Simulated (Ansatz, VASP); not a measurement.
## Os in VASP and in Ansatz

POSCAR

```
Os
1.0
    0.0000000000      1.9450000000      1.9450000000
    1.8963750000      0.0000000000      1.9450000000
    1.8963750000      1.9450000000      0.0000000000
Os
1
Direct
    0.0000000000      0.0000000000      0.0000000000
```

File INCAR.step1:

```
PREC = Accurate
ENCUT = 520
ISMEAR = 0
SIGMA = 0.15
LREAL = False
LASPH = True
NELM = 80
NBANDS = 10
GGA = PE
ALGO = Normal
EDIFF = 1E-4
LWAVE = True
LCHARG = False
```

The input INCAR.step2:

```
PREC = Accurate
ENCUT = 520
EDIFF = 1E-7
ISMEAR = 0
SIGMA = 0.15
LREAL = False
LASPH = True
NELM = 80
ALGO = Normal
ISIF = 2
LWAVE = False
LCHARG = False
METAGGA = R2SCAN
LMIXTAU = True
NBANDS = 10
ISTART = 1
```

The input KPOINTS:

```
Automatic mesh
0
Gamma
  20 20 20
```

Input for Ansatz:

```yaml
crystal:
  lattice:
    - [0.0, 1.945, 1.945]
    - [1.896375, 0.0, 1.945]
    - [1.896375, 1.945, 0.0]
  atoms:
    - { symbol: Os, position: [0.0, 0.0, 0.0] }
basis:
  ecutwfc: 500
kpoints:
  mp_grid: { grid: [20, 20, 20] }
hamiltonian:
  xc: r2scan
scf:
  occupations: { method: gaussian, width: 0.15 }
output:
  forces: true
  stress: true
  eigenvalues: true
```

Change from the starting cell: strain -0.0250 x Voigt [1, 0, 0, 0, 0, 0], atoms carried along.

Alike in both runs: task single point; functional r2SCAN; k mesh 20 × 20 × 20; occupations gaussian, width 0.15 eV; no spin polarisation.

```csv
,VASP,Ansatz
version,VASP 6.6.1,Ansatz 0.2.0
potentials or method,"VASP PAW PBE potentials, release 64 (Os), cutoff 520 eV","scalar-relativistic, plane waves, PAW"
valence electrons in the cell,8,16
```

```csv
,VASP,Ansatz,Ansatz less VASP
gap on the k mesh at the Fermi level (eV),none,none,-
pressure (GPa),-6.9,-7.7,-0.81
"traceless stress, the component that is largest in VASP (GPa)",5.44,5.45,+0.007
```

VASP's potentials were made for PBE, not for r2SCAN. A gap of «none» marks a metal or a gap that the smearing closes. The functional is the same, so the differences come from potentials, cutoffs and numerics. VASP's potentials hold 8 valence electrons a cell and Ansatz's 16, so a difference there can come from the potentials and not from the codes.

Neither program's run includes spin-orbit coupling.
